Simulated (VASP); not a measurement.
Input of a VASP 6.6.1 run:

File INCAR:

```
SYSTEM = Ni3Ge
PREC = Accurate
ENCUT = 520
EDIFF = 1E-7
ISMEAR = 0
SIGMA = 0.15
LREAL = .FALSE.
LASPH = .TRUE.
NELM = 150
ALGO = Fast
ISIF = 2
LWAVE = .FALSE.
LCHARG = .FALSE.
ISPIN = 2
MAGMOM = 0.625 0.625 0.625 0
LORBIT = 11
NUPDOWN = 1.875
LMAXMIX = 4
GGA = CA
NBANDS = 34
```

Contents of KPOINTS:

```
Automatic mesh
0
G
  12 12 12
  0 0 0
```

Contents of POSCAR:

```
Ni3Ge
1.0
    3.3431134987      0.0000000000      0.0000000000
    0.0000000000      3.3431134987      0.0000000000
    0.0000000000      0.0000000000      3.3431134987
Ni Ge
3 1
Direct
    0.5000000000      0.0000000000      0.5000000000
    0.0000000000      0.5000000000      0.5000000000
    0.5000000000      0.5000000000      0.0000000000
    0.0000000000      0.0000000000      0.0000000000
```

Potentials or basis: VASP PAW LDA potentials, release 64 (Ni, Ge_d).

Run with:

```console
$ cat potpaw_LDA.64/Ni/POTCAR potpaw_LDA.64/Ge_d/POTCAR > POTCAR
$ mpirun -np 1 vasp_std > vasp.out
```

Q: What does it give for the pressure?

A: 47.0 GPa.

Caveat: the cell stands under pressure; the total moment is fixed, so each spin has its own Fermi level and the state may be an excited one.
